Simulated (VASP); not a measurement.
## Ag: single point with r2SCAN

The system is Ag.

```xyz
4
Lattice="2.9052 0.0000 0.0000 -1.4526 2.5160 0.0000 0.0000 0.0000 9.4670" Properties=species:S:1:pos:R:3 pbc="T T T"
Ag    0.0044    1.6756    2.3788
Ag    1.4358    0.8524    7.0881
Ag    0.0265   -0.0015    0.0261
Ag   -0.0141   -0.0105    4.7074
```

This cell differs from its parent crystal: atoms moved at random.

- Program: VASP 6.6.1
- Task: single point
- Functional: r2SCAN
- Potentials or basis: VASP PAW PBE potentials, release 64 (Ag)
- Cutoff: 520 eV
- k mesh: 12 × 12 × 4
- Occupations: gaussian, width 0.15 eV
- Spin: no spin polarisation
- Dipole correction: no
- Further INCAR settings: ALGO = Normal; EDIFF = 1e-06; NBANDS = 30

```
Pressure               : 0.3 GPa
Largest force          : 0.162 eV/Å
Band gap on the k mesh : zero (bands 22 and 23 overlap by 6.93 eV)
```

Forces on the atoms (eV/Å):
```
Ag   0.001 -0.006 -0.076
Ag   0.018 -0.017  0.061
Ag  -0.031  0.005 -0.145
Ag   0.011  0.017  0.161
```

Stress tensor (GPa, compression positive):
```
 0.41  0.05  0.03
 0.05  0.49 -0.01
 0.03 -0.01  0.08
```

Levels at points of the mesh, in eV from the Fermi level:
```
           k point  band 19  band 20  band 21  band 22  band 23  band 24  band 25  band 26
(0.00, 0.00, 0.00)    -3.88    -3.67    -3.66    -3.28    -3.26    -0.22     3.70    11.54
(0.50, 0.00, 0.00)    -3.08    -3.05    -0.06     0.88     1.09     1.65     4.44     4.52
(0.00, 0.50, 0.00)    -3.08    -3.05    -0.05     0.89     1.07     1.64     4.44     4.53
(0.50, 0.50, 0.00)    -3.07    -3.05    -0.08     0.91     1.10     1.69     4.39     4.48
(0.00, 0.00, 0.50)    -3.47    -3.44    -3.42    -3.41    -2.42    -2.41     6.60     6.84
(0.50, 0.00, 0.50)    -3.10    -3.08     0.32     0.37     1.49     1.50     4.91     4.95
(0.00, 0.50, 0.50)    -3.10    -3.08     0.31     0.38     1.47     1.50     4.91     4.96
(0.50, 0.50, 0.50)    -3.09    -3.09     0.32     0.34     1.50     1.56     4.85     4.90
```

Wall time 22 min on 1 thread of Oxide Virtual Turin-like Processor, on a shared host, peak memory 0.5 GiB.

Caveat: the cell differs from its parent crystal (atoms moved at random); the PAW data sets were made with another functional, which shifts forces and pressure a little.
